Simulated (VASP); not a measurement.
The system is PbSe.

```
CELL_PARAMETERS angstrom
0.00000 3.42320 3.42320
3.42320 0.00000 3.42320
3.42320 3.42320 0.00000
ATOMIC_POSITIONS crystal
Pb 0.00000 0.00000 0.00000
Se 0.25000 0.25000 0.25000
```

Base run:

- Program: VASP 6.6.1
- Functional: r2SCAN
- Potentials or basis: VASP PAW PBE potentials, release 64 (Pb_d, Se)
- Cutoff: 550 eV
- k mesh: 4 × 4 × 4
- Occupations: gaussian, width 0.01 eV
- Spin: no spin polarisation

Its results: band gap on the k mesh 0.80 eV, indirect (least direct gap 1.34 eV); pressure 0.0 GPa.

Problem. After a change of settings the same cell gave: band gap on the k mesh 0.54 eV, indirect (least direct gap 1.09 eV); pressure -1.0 GPa. Which change was it?
A. functional from r2SCAN to PBEsol; cutoff from 550 eV to 500 eV
B. dispersion from none to rVV10
C. occupations from gaussian, width 0.01 eV to methfessel-paxton, width 0.5 eV

Solution. A.

r2SCAN gives the wider gap, since meta-GGAs in the generalised Kohn-Sham scheme recover part of the derivative discontinuity.

Caveats: the PAW data sets were made with another functional, which shifts forces and pressure a little; spin-orbit coupling is left out, which moves the levels of the heavy elements.
